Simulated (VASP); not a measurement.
# Mn in VASP: a series of runs

Runs on Mn. Level: PBE. Tasks: single point.

Program: VASP 6.6.1. These are calculated values, not measurements. Logs are shortened: lines on timing, memory, paths and dates and some standing lists are left out, and cuts for length are marked.

**1. The cell of the first run**

The cell holds a cluster in a box, 1 atom: a = 8.500 Å, b = 8.500 Å, c = 8.500 Å, α = 90.00°, β = 90.00°, γ = 90.00°.

**2. Single point, PBE, collinear spin, ferromagnetic start**

Input file INCAR:

```
  PREC = Accurate
  ENCUT = 400
  EDIFF = 1E-6
  ISMEAR = -1
  SIGMA = 0.1
  LREAL = False
  LASPH = True
  NELM = 200
  ALGO = Normal
  ISIF = 2
  LWAVE = False
  LCHARG = False
  ISPIN = 2
  MAGMOM = 5.51
  LORBIT = 11
  LMAXMIX = 4
  GGA = PE
  NBANDS = 16
  GGA_COMPAT = False
```

Input file KPOINTS:

```
regular mesh
0
Gamma
  1 1 1
```

Input file POSCAR:

```
Mn
1.0
    8.5000000000      0.0000000000      0.0000000000
    0.0000000000      8.5000000000      0.0000000000
    0.0000000000      0.0000000000      8.5000000000
Mn
1
Direct
    0.0000000000      0.0000000000      0.0000000000
```

Potentials or basis: VASP PAW PBE potentials, release 64 (Mn_pv).

The run is started by

```sh
$ cat potpaw_PBE.64/Mn_pv/POTCAR > POTCAR
$ mpirun -np 1 vasp_gam > vasp.out
```

OUTCAR:

```text
PREC = Accurate
   ENCUT = 400
   EDIFF = 1E-6
   ISMEAR = -1
   LREAL = False
   LASPH = True
   NELM = 200
   ISIF = 2
   ISPIN = 2
   LORBIT = 11
   GGA = PE

 ion  position               nearest neighbor table
   1  0.000  0.000  0.000-

  LATTYP: Found a simple cubic cell.
 ALAT       =     8.5000000000

  Lattice vectors:

 A1 = (   8.5000000000,   0.0000000000,   0.0000000000)
 A2 = (   0.0000000000,   8.5000000000,   0.0000000000)
 A3 = (   0.0000000000,   0.0000000000,   8.5000000000)

Analysis of symmetry for initial positions (statically):
=====================================================================
 Subroutine PRICEL returns:
 Original cell was already a primitive cell.

 Routine SETGRP: Setting up the symmetry group for a
 simple cubic supercell.

 Subroutine GETGRP returns: Found 48 space group operations
 (whereof 48 operations were pure point group operations)
 out of a pool of 48 trial point group operations.

The static configuration has the point symmetry O_h .

Analysis of symmetry for dynamics (positions and initial velocities):
=====================================================================
 Subroutine PRICEL returns:
 Original cell was already a primitive cell.

 Routine SETGRP: Setting up the symmetry group for a
 simple cubic supercell.

 Subroutine GETGRP returns: Found 48 space group operations
 (whereof 48 operations were pure point group operations)
 out of a pool of 48 trial point group operations.

The dynamic configuration has the point symmetry O_h .

Analysis of structural, dynamic, and magnetic symmetry:
=====================================================================
 Subroutine PRICEL returns:
 Original cell was already a primitive cell.

 Routine SETGRP: Setting up the symmetry group for a
 simple cubic supercell.

 Subroutine GETGRP returns: Found 48 space group operations
 (whereof 48 operations were pure point group operations)
 out of a pool of 48 trial point group operations.

The overall configuration has the point symmetry O_h .

 Subroutine INISYM returns: Found 48 space group operations
 (whereof 48 operations are pure point group operations),
 and found     1 'primitive' translations

----------------------------------------------------------------------------------------

                                     Primitive cell

  volume of cell :     614.1250

  direct lattice vectors                    reciprocal lattice vectors
     8.500000000  0.000000000  0.000000000     0.117647059  0.000000000  0.000000000
     0.000000000  8.500000000  0.000000000     0.000000000  0.117647059  0.000000000
     0.000000000  0.000000000  8.500000000     0.000000000  0.000000000  0.117647059

  length of vectors
     8.500000000  8.500000000  8.500000000     0.117647059  0.117647059  0.117647059

  position of ions in fractional coordinates (direct lattice)
     0.000000000  0.000000000  0.000000000

  ion indices of the primitive-cell ions
   primitive index   ion index
                 1           1

----------------------------------------------------------------------------------------

 KPOINTS: regular mesh

Automatic generation of k-mesh.
 Grid dimensions read from file:
 generate k-points for:    1    1    1

 Generating k-lattice:

  Cartesian coordinates                     Fractional coordinates (reciprocal lattice)
     0.117647059  0.000000000  0.000000000     1.000000000  0.000000000  0.000000000
     0.000000000  0.117647059  0.000000000     0.000000000  1.000000000  0.000000000
     0.000000000  0.000000000  0.117647059     0.000000000  0.000000000  1.000000000

  Length of vectors
     0.117647059  0.117647059  0.117647059

  Shift w.r.t. Gamma in fractional coordinates (k-lattice)
     0.000000000  0.000000000  0.000000000

 Subroutine IBZKPT returns following result:
 ===========================================

 Found      1 irreducible k-points:

 Following reciprocal coordinates:
            Coordinates               Weight
  0.000000  0.000000  0.000000      1.000000
   k-points           NKPTS =      1   k-points in BZ     NKDIM =      1   number of bands    NBANDS=     16
   number of dos      NEDOS =    301   number of ions     NIONS =      1
   total plane-waves  NPLWV = 175616
   dimension x,y,z NGX =    56 NGY =   56 NGZ =   56
   dimension x,y,z NGXF=   112 NGYF=  112 NGZF=  112
   ions per type =               1
   NGX,Y,Z   is equivalent  to a cutoff of  10.95, 10.95, 10.95 a.u.
   NGXF,Y,Z  is equivalent  to a cutoff of  21.91, 21.91, 21.91 a.u.
 SYSTEM =  unknown system
   PREC   = accura    normal or accurate (medium, high low for compatibility)
   ISTART =      0    job   : 0-new  1-cont  2-samecut
   ICHARG =      2    charge: 1-file 2-atom 10-const
   ISPIN  =      2    spin polarized calculation?
   LNONCOLLINEAR =      F non collinear calculations
   LSORBIT =      F    spin-orbit coupling
   LASPH  =      T    aspherical Exc in radial PAW
   ENCUT  =  400.0 eV  29.40 Ry    5.42 a.u.  13.86 13.86 13.86*2*pi/ulx,y,z
   NELM   =    200;   NELMIN=  2; NELMDL= -5     # of ELM steps
   EDIFF  = 0.1E-05   stopping-criterion for ELM
   LREAL  =      F    real-space projection
   EDIFFG = 0.1E-04   stopping-criterion for IOM
   NSW    =      0    number of steps for IOM
   IBRION =     -1    ionic relax: 0-MD 1-quasi-New 2-CG
   NFREE  =      0    steps in history (QN), initial steepest desc. (CG)
   ISIF   =      2    stress and relaxation
   ISYM   =      2    0-nonsym 1-usesym 2-fastsym
   POTIM  = 0.5000    time-step for ionic-motion
   TEBEG  =    0.0;   TEEND  =   0.0 temperature during run
   PSTRESS=    0.0 pullay stress
   NELECT =      13.0000    total number of electrons
   NUPDOWN=      -1.0000    fix difference up-down
   EMIN   =  10.00;   EMAX   =-10.00  energy-range for DOS
   EFERMI =   0.00;   METHOD = LEGACY
   ISMEAR =    -1;   SIGMA  =   0.10  broadening in eV -4-tet -1-fermi 0-gaus
   EFERMI_NEDOS =   21; number of points for ismear=-14 and -15
   IALGO  =     38    algorithm
   IMIX   =      4    mixing-type and parameters
     AMIX     =   0.40;   BMIX     =  1.00
     AMIX_MAG =   1.60;   BMIX_MAG =  1.00
  volume/ion in A,a.u.               =     614.12      4144.32
  Fermi-wavevector in a.u.,A,eV,Ry     =   0.452867  0.855794  2.790395  0.205088
  Thomas-Fermi vector in A             =   1.434958
   LORBIT       =     11    0 simple, 1 ext, 2 COOP (PROOUT), +10 PAW based schemes
   GGA     = PE    functional components
   LHFCALC =     F    Hartree Fock is set to
   AEXX    =    0.0000 exact exchange contribution
   IVDW    =     0    specifies the selected vdW correction
   LEPSILON=     F    determine dielectric tensor
   LRPA    =     F    only Hartree local field effects (RPA)
 spin polarized calculation
  energy-cutoff  :      400.00
  volume of cell :      614.12
 maximum number of plane-waves:      5538
 NGX is ok and might be reduce to    54
   NGX = 27   NGY = 27   NGZ = 27

 number of electron      12.9999946 magnetization       4.9999860

 Free energy of the ion-electron system (eV)
  ---------------------------------------------------
  ext. energy  EPLUGINS =         0.00000000
  ---------------------------------------------------
  free energy    TOTEN  =        -5.20382459 eV

  energy without entropy =       -5.14940194  energy(sigma->0) =       -5.17661326

 E-fermi :  -3.7871     XC(G=0):  -1.6402

 val. band max:       -4.0641770559   @ k =   0.0000   0.0000   0.0000
 cond. band min:      -3.3466784892   @ k =   0.0000   0.0000   0.0000
 fundamental gap:      0.7174985668
 Fermi energy:        -3.7870907051

 spin component 1

 k-point     1 :       0.0000    0.0000    0.0000
  band No.  band energies     occupation
      1     -55.5634      1.00000
      2     -55.5634      1.00000
      3     -55.5634      1.00000
      4      -7.6604      1.00000
      5      -7.6604      1.00000
      6      -7.6604      1.00000
[... 8 lines left out ...]
     15       1.1064      0.00000
     16       2.2050      0.00000
 Fermi energy:        -3.7870907051

 spin component 2

 k-point     1 :       0.0000    0.0000    0.0000
  band No.  band energies     occupation
      1     -50.6062      1.00000
      2     -50.6062      1.00000
      3     -50.6062      1.00000
      4      -4.0642      0.94108
      5      -3.3467      0.01208
      6      -3.3467      0.01208
[... 8 lines left out ...]
     15       1.1082      0.00000
     16       2.2274      0.00000

------------------------ aborting loop because EDIFF is reached ----------------------------------------

  FORCE on cell =-STRESS in cart. coord.  units (eV):
  Direction    XX          YY          ZZ          XY          YZ          ZX
  --------------------------------------------------------------------------------------
  -------------------------------------------------------------------------------------
  Total       -0.2365944     -0.2365944     -0.2365944      0.0000000      0.0000000     -0.0000000
  in kB       -0.6172460     -0.6172460     -0.6172460      0.0000000      0.0000000     -0.0000000
  external PRESSURE =      -0.6172460 kB  Pullay stress =       0.0000000 kB

 VOLUME and BASIS-vectors are now :
 -----------------------------------------------------------------------------
  energy-cutoff  :      400.00
  volume of cell :      614.12
      direct lattice vectors                 reciprocal lattice vectors
     8.500000000  0.000000000  0.000000000     0.117647059  0.000000000  0.000000000
     0.000000000  8.500000000  0.000000000     0.000000000  0.117647059  0.000000000
     0.000000000  0.000000000  8.500000000     0.000000000  0.000000000  0.117647059

 POSITION                                       TOTAL-FORCE (eV/Angst)
 -----------------------------------------------------------------------------------
      0.00000      0.00000      0.00000         0.000000      0.000000      0.000000
 -----------------------------------------------------------------------------------
    total drift:                               -0.000000     -0.000000     -0.000000

  FREE ENERGIE OF THE ION-ELECTRON SYSTEM (eV)
  ---------------------------------------------------
  free  energy   TOTEN  =        -5.2038245857 eV

  energy  without entropy=       -5.1494019392  energy(sigma->0) =       -5.17661326

 total charge

# of ion       s       p       d       tot
------------------------------------------
    1        0.517   5.971   4.688  11.176

 magnetization (x)

# of ion       s       p       d       tot
------------------------------------------
    1        0.074  -0.001   4.585   4.658
```

Wall time 24 s (1 thread of AMD EPYC 9R45 (Zen 5), shared host); peak memory 0.47 GiB.

What came out:

```yaml
Free_energy: -5.2038 eV
Gap_between_the_frontier_levels: 0.72 eV
Net_moment: 5.00 μB per cell
Site_moments: Mn +4.66 μB
Valence_electrons_inside_the_program's_atomic_spheres: Mn 11.18
```

**3. Single point, PBE, collinear spin, ferromagnetic start**

Input file INCAR:

```
SYSTEM = Mn
ALGO = Normal
EDIFF = 1E-6
ENCUT = 400
GGA = PE
GGA_COMPAT = .FALSE.
ISIF = 2
ISMEAR = -1
ISPIN = 2
LASPH = .TRUE.
LCHARG = .TRUE.
LELF = .TRUE.
LMAXMIX = 4
LORBIT = 11
LREAL = .FALSE.
LVHAR = .TRUE.
LWAVE = .FALSE.
MAGMOM = 5.51
NBANDS = 16
NELM = 200
PREC = Accurate
SIGMA = 0.1
```

Input file KPOINTS:

```
k-points
0
G
  1 1 1
  0 0 0
```

POSCAR is that of step 2.

Potentials or basis: VASP PAW PBE potentials, release 64 (Mn_pv).

The run is started by

```sh
$ cat potpaw_PBE.64/Mn_pv/POTCAR > POTCAR
$ mpirun -np 1 vasp_gam > vasp.out
```

Wall time 30 s (1 thread of AMD EPYC 9R45 (Zen 5), shared host); peak memory 0.47 GiB.

Results (log left out):

- Free energy: -5.2038 eV
- Gap between the frontier levels: 0.72 eV
- Net moment: 5.00 μB per cell
- Site moments: Mn +4.66 μB
- Valence electrons inside the program's atomic spheres: Mn 11.18

Levels at points of the mesh, in eV from the valence-band top:
Spin up:
| k point | band 6 | band 7 | band 8 | band 9 | band 10 | band 11 | band 12 | band 13 |
| --- | --- | --- | --- | --- | --- | --- | --- | --- |
| (0.00, 0.00, 0.00) | -3.60 | -3.60 | -3.60 | -1.08 | 2.98 | 2.98 | 2.98 | 3.86 |
Spin down:
| k point | band 2 | band 3 | band 4 | band 5 | band 6 | band 7 |
| --- | --- | --- | --- | --- | --- | --- |
| (0.00, 0.00, 0.00) | -46.54 | -46.54 | 0.00 | 0.72 | 0.72 | 0.72 |
